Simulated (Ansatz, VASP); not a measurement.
# SnCl: VASP beside Ansatz

```
Sn Cl
1.0
     3.34202    0.00000    0.00000
     0.00000    3.57111    0.00000
     0.00000    0.00000    4.68005
Sn Cl
1 1
Cartesian
  1.6710 1.7856 0.0000
  1.6710 0.0000 2.3400
```

Alike in both runs: functional PBE; k mesh 16 × 16 × 12; occupations gaussian, width 0.1 eV; no spin polarisation.

Ansatz relaxed the structure, and its values are those at the end. VASP's run is a single point on that final structure, the one shown.

|  | VASP | Ansatz |
| --- | --- | --- |
| version | VASP 6.6.1 | Ansatz 0.2.0 |
| potentials or method | VASP PAW PBE potentials, release 64 (Sn_d, Cl), cutoff 520 eV | scalar-relativistic, plane waves, PAW |
| valence electrons in the cell | 21 | 21 |

|  | VASP | Ansatz | Ansatz less VASP |
| --- | --- | --- | --- |
| gap on the k mesh at the Fermi level (eV) | none | none | - |
| pressure (GPa) | -0.1 | 0.0 | +0.06 |

A gap of «none» marks a metal or a gap that the smearing closes.
